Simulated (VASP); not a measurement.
# Te (Fmmm) in VASP: single point with PBE+D3(BJ)

Aim: the single point of Te with PBE+D3(BJ).

Everything below comes from runs of VASP 6.6.1. Logs are shortened: lines on timing, memory, paths and dates and some standing lists are left out, and cuts for length are marked.

**1. The cell of the first run**

It takes space group Fmmm (No. 69, orthorhombic). The conventional cell has a = 4.180 Å, b = 4.255 Å, c = 7.410 Å, α = 90.00°, β = 90.00°, γ = 90.00°. Within 3.9 Å of Te (site symmetry mmm) lie 4 Te at 2.98 Å.

**2. Single point, PBE+D3(BJ)**

INCAR

```
ALGO = Normal ; EDIFF = 1E-7
ENCUT = 520 ; GGA = PE
ISIF = 2 ; ISMEAR = 0
IVDW = 12 ; LASPH = True
LCHARG = True ; LELF = True
LREAL = False ; LVHAR = True
LWAVE = False ; NBANDS = 20
NELM = 100 ; PREC = Accurate
SIGMA = 0.1
```

KPOINTS

```
k-points
0
Gamma
  12 12 6
```

POSCAR

```
Te
1.0
    3.7048018472     -2.0901165632      0.0000000000
    3.7048018472      2.0901165632      0.0000000000
    0.0000000000      0.0000000000      8.5097760036
Te
4
Direct
    0.7499977536      0.2500022464      0.1249972120
    0.7500022464      0.2499977536      0.6249972120
    0.2500022464      0.7499977536      0.8750027880
    0.2499977536      0.7500022464      0.3750027880
```

Potentials or basis: VASP PAW PBE potentials, release 64 (Te).

Launch:

```sh
cat potpaw_PBE.64/Te/POTCAR > POTCAR
mpirun -np 1 vasp_std > vasp.out
```

OUTCAR:

```text
EDIFF = 1E-7
   ENCUT = 520
   GGA = PE
   ISIF = 2
   ISMEAR = 0
   IVDW = 12
   LASPH = True
   LREAL = False
   NELM = 100
   PREC = Accurate
 IVDW          = 12

 ion  position               nearest neighbor table
   1  0.750  0.250  0.125-   3 2.98   3 2.98   4 2.98   4 2.98
   2  0.750  0.250  0.625-   4 2.98   4 2.98   3 2.98   3 2.98
   3  0.250  0.750  0.875-   1 2.98   1 2.98   2 2.98   2 2.98
   4  0.250  0.750  0.375-   2 2.98   2 2.98   1 2.98   1 2.98

  LATTYP: Found a base centered orthorhombic cell.
 ALAT       =     4.1802331264
 B/A-ratio  =     1.7725336053
 C/A-ratio  =     2.0357180440

  Lattice vectors:

 A1 = (  -3.7048018472,  -2.0901165632,   0.0000000000)
 A2 = (   3.7048018472,  -2.0901165632,   0.0000000000)
 A3 = (   0.0000000000,   0.0000000000,   8.5097760036)

Analysis of symmetry for initial positions (statically):
=====================================================================
 Subroutine PRICEL returns following result:

  LATTYP: Found a base centered orthorhombic cell.
 ALAT       =     4.1802331264
 B/A-ratio  =     1.7725336053
 C/A-ratio  =     1.0178590220

  Lattice vectors:

 A1 = (  -3.7048018472,  -2.0901165632,   0.0000000000)
 A2 = (   3.7048018472,  -2.0901165632,   0.0000000000)
 A3 = (   0.0000166449,  -0.0000093905,   4.2548880018)

   2 primitive cells build up your supercell.

 Routine SETGRP: Setting up the symmetry group for a
 base centered orthorhombic supercell.

 Subroutine GETGRP returns: Found  8 space group operations
 (whereof  4 operations were pure point group operations)
 out of a pool of  8 trial point group operations.

The static configuration has the point symmetry C_2h.
 The point group associated with its full space group is D_2h.

Analysis of symmetry for dynamics (positions and initial velocities):
=====================================================================
 Subroutine PRICEL returns following result:

  LATTYP: Found a base centered orthorhombic cell.
 ALAT       =     4.1802331264
 B/A-ratio  =     1.7725336053
 C/A-ratio  =     1.0178590220

  Lattice vectors:

 A1 = (  -3.7048018472,  -2.0901165632,   0.0000000000)
 A2 = (   3.7048018472,  -2.0901165632,   0.0000000000)
 A3 = (   0.0000166449,  -0.0000093905,   4.2548880018)

   2 primitive cells build up your supercell.

 Routine SETGRP: Setting up the symmetry group for a
 base centered orthorhombic supercell.

 Subroutine GETGRP returns: Found  8 space group operations
 (whereof  4 operations were pure point group operations)
 out of a pool of  8 trial point group operations.

The dynamic configuration has the point symmetry C_2h.
 The point group associated with its full space group is D_2h.

 Subroutine INISYM returns: Found  8 space group operations
 (whereof  4 operations are pure point group operations),
 and found     2 'primitive' translations

----------------------------------------------------------------------------------------

                                     Primitive cell

  volume of cell :      65.8952

  direct lattice vectors                    reciprocal lattice vectors
    -3.704801847 -2.090116563  0.000000000    -0.134959985 -0.239221108 -0.000000000
     3.704801847 -2.090116563  0.000000000     0.134959985 -0.239221108 -0.000001056
     0.000016645 -0.000009390  4.254888002     0.000000000  0.000000000  0.235023813

  length of vectors
     4.253721191  4.253721191  4.254888002     0.274665134  0.274665134  0.235023813

  position of ions in fractional coordinates (direct lattice)
     0.749997754  0.749996630  0.249994424
     0.250002246  0.249994384  0.750005576

  ion indices of the primitive-cell ions
   primitive index   ion index
                 1           1
                 2           3

----------------------------------------------------------------------------------------

 KPOINTS: k-points

Automatic generation of k-mesh.
 Grid dimensions read from file:
 generate k-points for:   12   12    6

 Generating k-lattice:

  Cartesian coordinates                     Fractional coordinates (reciprocal lattice)
     0.011246665 -0.019935092  0.000000000     0.083333333  0.000000000  0.000000000
     0.011246665  0.019935092  0.000000000     0.000000000  0.083333333  0.000000000
     0.000000000  0.000000000  0.019585318     0.000000000  0.000000000  0.166666667

  Length of vectors
     0.022888761  0.022888761  0.019585318

  Shift w.r.t. Gamma in fractional coordinates (k-lattice)
     0.000000000  0.000000000  0.000000000

 Subroutine IBZKPT returns following result:
 ===========================================

 Found    172 irreducible k-points:

 Following reciprocal coordinates:
            Coordinates               Weight
  0.000000  0.000000  0.000000      1.000000
  0.083333  0.000000  0.000000      4.000000
  0.166667  0.000000  0.000000      4.000000
  0.250000  0.000000  0.000000      4.000000
  0.333333  0.000000  0.000000      4.000000
  0.416667  0.000000  0.000000      4.000000
[... 16 lines left out ...]
  0.500000  0.166667  0.000000      4.000000
 -0.416667  0.166667  0.000000      4.000000
 [... further k-points ...]
   k-points           NKPTS =    172   k-points in BZ     NKDIM =    172   number of bands    NBANDS=     20
   number of dos      NEDOS =    301   number of ions     NIONS =      4
   total plane-waves  NPLWV =  65536
   dimension x,y,z NGX =    32 NGY =   32 NGZ =   64
   dimension x,y,z NGXF=    64 NGYF=   64 NGZF=  128
   ions per type =               4
   NGX,Y,Z   is equivalent  to a cutoff of  12.51, 12.51, 12.50 a.u.
   NGXF,Y,Z  is equivalent  to a cutoff of  25.01, 25.01, 25.01 a.u.
 SYSTEM =  unknown system
   PREC   = accura    normal or accurate (medium, high low for compatibility)
   ISTART =      0    job   : 0-new  1-cont  2-samecut
   ICHARG =      2    charge: 1-file 2-atom 10-const
   ISPIN  =      1    spin polarized calculation?
   LNONCOLLINEAR =      F non collinear calculations
   LSORBIT =      F    spin-orbit coupling
   LASPH  =      T    aspherical Exc in radial PAW
   ENCUT  =  520.0 eV  38.22 Ry    6.18 a.u.   7.91  7.91 15.82*2*pi/ulx,y,z
   NELM   =    100;   NELMIN=  2; NELMDL= -5     # of ELM steps
   EDIFF  = 0.1E-06   stopping-criterion for ELM
   LREAL  =      F    real-space projection
   EDIFFG = 0.1E-05   stopping-criterion for IOM
   NSW    =      0    number of steps for IOM
   IBRION =     -1    ionic relax: 0-MD 1-quasi-New 2-CG
   NFREE  =      0    steps in history (QN), initial steepest desc. (CG)
   ISIF   =      2    stress and relaxation
   ISYM   =      2    0-nonsym 1-usesym 2-fastsym
   POTIM  = 0.5000    time-step for ionic-motion
   TEBEG  =    0.0;   TEEND  =   0.0 temperature during run
   PSTRESS=    0.0 pullay stress
   NELECT =      24.0000    total number of electrons
   NUPDOWN=      -1.0000    fix difference up-down
   EMIN   =  10.00;   EMAX   =-10.00  energy-range for DOS
   EFERMI =   0.00;   METHOD = LEGACY
   ISMEAR =     0;   SIGMA  =   0.10  broadening in eV -4-tet -1-fermi 0-gaus
   EFERMI_NEDOS =   21; number of points for ismear=-14 and -15
   IALGO  =     38    algorithm
   IMIX   =      4    mixing-type and parameters
     AMIX     =   0.40;   BMIX     =  1.00
     AMIX_MAG =   1.60;   BMIX_MAG =  1.00
  volume/ion in A,a.u.               =      32.95       222.34
  Fermi-wavevector in a.u.,A,eV,Ry     =   0.927935  1.753542 11.715468  0.861063
  Thomas-Fermi vector in A             =   2.054057
   LORBIT       =      0    0 simple, 1 ext, 2 COOP (PROOUT), +10 PAW based schemes
   GGA     = PE    functional components
   LHFCALC =     F    Hartree Fock is set to
   AEXX    =    0.0000 exact exchange contribution
   IVDW    =    12    specifies the selected vdW correction
   LEPSILON=     F    determine dielectric tensor
   LRPA    =     F    only Hartree local field effects (RPA)
 non-spin polarized calculation
 Gauss-broadening in eV      SIGMA  =   0.10
  energy-cutoff  :      520.00
  volume of cell :      131.79
 maximum number of plane-waves:      3578
   NGX = 15   NGY = 15   NGZ = 31

 number of electron      24.0000002 magnetization

 Free energy of the ion-electron system (eV)
  ---------------------------------------------------
  ext. energy  EPLUGINS =         0.00000000
  ---------------------------------------------------
  free energy    TOTEN  =       -11.79117369 eV

  energy without entropy =      -11.77479845  energy(sigma->0) =      -11.78298607

 E-fermi :   5.8796     XC(G=0):  -9.2248

 val. band max:        5.8686229018   @ k =   0.5000   0.5000   0.3333
 cond. band min:       5.8837221447   @ k =   0.4167   0.0000   0.0000
 fundamental gap:      0.0150992429
 Fermi energy:         5.8795676526

 k-point     1 :       0.0000    0.0000    0.0000
  band No.  band energies     occupation
      1      -7.6447      2.00000
      2      -5.7634      2.00000
      3      -5.7631      2.00000
      4      -2.0745      2.00000
      5       1.6970      2.00000
      6       2.4072      2.00000
[... 12 lines left out ...]
     19      11.7754      0.00000
     20      11.8759      0.00000

 k-point     2 :       0.0833    0.0000    0.0000
  band No.  band energies     occupation
      1      -7.5814      2.00000
      2      -5.7151      2.00000
      3      -5.7148      2.00000
      4      -2.2429      2.00000
      5       1.7723      2.00000
      6       2.4911      2.00000
[... 12 lines left out ...]
     19      11.9093      0.00000
     20      11.9094      0.00000
[... 465 lines left out ...]
      3      -4.9687      2.00000
      4      -4.2441      2.00000
      5       0.5978      2.00000
      6       0.5980      2.00000
[... 12 lines left out ...]
     19      12.1289      0.00000
     20      12.3835      0.00000

 k-point    24 :      -0.4167    0.1667    0.0000
  band No.  band energies     occupation
      1      -5.8738      2.00000
      2      -4.9963      2.00000
      3      -4.8332      2.00000
      4      -4.8331      2.00000
      5       0.1353      2.00000
      6       0.1354      2.00000
[... 12 lines left out ...]
     19      12.3162      0.00000
     20      13.2327      0.00000

 [... further k-points ...]

------------------------ aborting loop because EDIFF is reached ----------------------------------------

 Edisp (eV)   -1.76770

 E8    (eV) :    -0.8106

  FORCE on cell =-STRESS in cart. coord.  units (eV):
  Direction    XX          YY          ZZ          XY          YZ          ZX
  --------------------------------------------------------------------------------------
  -------------------------------------------------------------------------------------
  Total      -0.00201    -0.03960    -0.06098     0.00000     0.00000     0.00000
  in kB      -0.02441    -0.48144    -0.74129     0.00000     0.00000     0.00000
  external pressure =       -0.42 kB  Pullay stress =        0.00 kB

 VOLUME and BASIS-vectors are now :
 -----------------------------------------------------------------------------
  energy-cutoff  :      520.00
  volume of cell :      131.79
      direct lattice vectors                 reciprocal lattice vectors
     3.704801847 -2.090116563  0.000000000     0.134959985 -0.239221108  0.000000000
     3.704801847  2.090116563  0.000000000     0.134959985  0.239221108  0.000000000
     0.000000000  0.000000000  8.509776004     0.000000000  0.000000000  0.117511906

 POSITION                                       TOTAL-FORCE (eV/Angst)
 -----------------------------------------------------------------------------------
      3.70480     -1.04505      1.06370        -0.000000      0.000000      0.000189
      3.70480     -1.04507      5.31859         0.000000     -0.000000      0.000189
      3.70480      1.04505      7.44608         0.000000     -0.000000     -0.000189
      3.70480      1.04507      3.19119        -0.000000      0.000000     -0.000189
 -----------------------------------------------------------------------------------
    total drift:                               -0.000000      0.010993      0.008175

  FREE ENERGIE OF THE ION-ELECTRON SYSTEM (eV)
  ---------------------------------------------------
  free  energy   TOTEN  =       -13.5588750155 eV

  energy  without entropy=      -13.5424997784  energy(sigma->0) =      -13.55068740
```

It took 5.4 min on 1 thread of Intel Xeon 8259CL, shared host; peak memory 0.45 GiB.

Results:

```
Free energy                : -13.5589 eV
Pressure                   : 0.0 GPa
Band gap on the k mesh     : zero (bands 12 and 13 overlap by 1.72 eV)
Dispersion energy per atom : -0.442 eV
```

Caveat: spin-orbit coupling is left out, which moves the levels of the heavy elements.
